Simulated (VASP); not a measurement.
# MoF6: single point with LDA

Crystal: MoF6.

```xyz
7
Lattice="-3.1673 3.1673 3.1673 3.1673 -3.1673 3.1673 3.1673 3.1673 -3.1673" Properties=species:S:1:pos:R:3 pbc="T T T"
Mo    0.0072    0.0071    0.0000
F     0.0068    0.0073    4.5183
F     0.0068    0.0073    1.8164
F     1.6689   -0.7395    0.0000
F     4.6801    0.7537    0.0000
F    -0.7393    4.6800    0.0000
F     0.7541    1.6687    0.0000
```

| Quantity | Value |
| --- | --- |
| Program | VASP 6.6.1 |
| Task | single point |
| Functional | LDA |
| Potentials or basis | VASP PAW LDA potentials, release 64 (Mo_sv, F) |
| Cutoff | 520 eV |
| k mesh | 2 × 2 × 2, shifted |
| Occupations | gaussian, width 0.01 eV |
| Spin | no spin polarisation |

```
Pressure               : 0.4 GPa
Largest force          : 0.310 eV/Å
Band gap on the k mesh : 4.46 eV, indirect (least direct gap 4.50 eV)
```

Forces in eV/Å, atoms in the order of the input:
```
Mo   0.000  0.000  0.000
F    0.000  0.000 -0.310
F    0.000  0.000  0.310
F    0.268 -0.136  0.000
F   -0.268  0.137  0.000
F   -0.136 -0.267  0.000
F    0.136  0.268  0.000
```

Stress tensor (GPa, compression positive):
```
0.33 0.00 0.00
0.00 0.33 0.00
0.00 0.00 0.65
```

Levels at points of the mesh, in eV from the valence-band top:
| k point | band 24 | band 25 | band 26 | band 27 | band 28 | band 29 | band 30 | band 31 | band 32 | band 33 |
| --- | --- | --- | --- | --- | --- | --- | --- | --- | --- | --- |
| (0.25, 0.25, 0.25) | -0.65 | -0.65 | -0.05 | -0.05 | 0.00 | 4.50 | 4.50 | 4.54 | 9.30 | 9.67 |

Wall time 19 s on 1 thread of Intel(R) Xeon(R) Platinum 8375C CPU @ 2.90GHz (Ice Lake), on a shared host, peak memory 0.2 GiB.

Caveat: the k points lie up to 0.70 Å⁻¹ apart. As with any semilocal functional, this LDA gap is likely too small.
